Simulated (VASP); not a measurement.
Write the native input for VASP 6.6.1 that does the following.

| Item | Value |
| --- | --- |
| Task | single point |
| Functional | BLYP |
| Potentials or basis | VASP PAW PBE potentials, release 64 (Mg) |
| Cutoff | 520 eV |
| k mesh | 13 × 13 × 13 |
| Occupations | fermi-dirac, width 0.1 eV |
| Spin | no spin polarisation |
| Dipole correction | no |
| Further INCAR settings | ALGO = Normal; EDIFF = 1e-06; NBANDS = 7 |

The structure of Mg lies in POSCAR:

```
Mg
1.0
    0.0000000000      2.3396407311      2.3396407311
    2.3396407311      0.0000000000      2.3396407311
    2.3396407311      2.3396407311      0.0000000000
Mg
1
Direct
    0.0000000000      0.0000000000      0.0000000000
```

This cell differs from its parent crystal: volume scaled by 1.08.

These files were run (other wordings do the same):

INCAR

```
SYSTEM = Mg
PREC = Accurate
ENCUT = 520
EDIFF = 1E-6
ISMEAR = -1
SIGMA = 0.1
LREAL = .False.
LASPH = .True.
NELM = 80
ALGO = Normal
ISIF = 2
LWAVE = .False.
LCHARG = .False.
GGA = B5
ALDAX = 1.0
AGGAX = 1.0
AGGAC = 1.0
ALDAC = 0.0
NBANDS = 7
```

KPOINTS

```
Automatic mesh
0
Gamma
  13 13 13
  0 0 0
```

Potentials or basis: VASP PAW PBE potentials, release 64 (Mg).

Run with:

```console
$ cat potpaw_PBE.64/Mg/POTCAR > POTCAR
$ mpirun -np 1 vasp_std > vasp.out
```

Results of the run:

```json
{"Pressure": "-2.0 GPa", "Band gap on the k mesh": "zero (band 1 reaches 3.31 eV, above the bottom of band 2 at 1.47 eV)"}
```

Caveat: the PAW data sets were made with another functional, which shifts forces and pressure a little.

Wall time 25 s on 1 thread of Intel Xeon 8259CL, on a shared host, peak memory 0.16 GiB.
